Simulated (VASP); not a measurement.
BN:

```
B N
1.0
     0.00000    3.29286    2.16328
     1.21981    0.00000    2.16328
     1.21981    3.29286    0.00000
B N
1 1
Cartesian
  1.2198 3.2929 -0.0035
  1.2198 3.2929 2.8881
```

This cell differs from its parent crystal: uniaxial x strain -2.5%.

Base run:

| Quantity | Value |
| --- | --- |
| Program | VASP 6.6.1 |
| Functional | r2SCAN |
| Potentials or basis | VASP PAW PBE potentials, release 64 (B, N) |
| Cutoff | 520 eV |
| k mesh | 12 × 12 × 12 |
| Occupations | gaussian, width 0.01 eV |
| Spin | no spin polarisation |

Its results: band gap on the k mesh 3.98 eV (least direct gap 5.31 eV); pressure 11.1 GPa; largest force 0.004 eV/Å.

Question: The run is repeated on the same cell with these changes: functional from r2SCAN to PBE; occupations from gaussian, width 0.01 eV to fermi-dirac, width 0.02 eV. What comes out?

Answer: Band gap on the k mesh 3.49 eV (least direct gap 4.64 eV); pressure 14.7 GPa; largest force 0.017 eV/Å.

Caveats: the stress differs along the axes, from 1 to 25 GPa (at least some runs); the PAW data sets were made with another functional, which shifts forces and pressure a little (at least some runs); the stress differs along the axes, from 4 to 29 GPa (at least some runs).

A k mesh can miss the band edges.
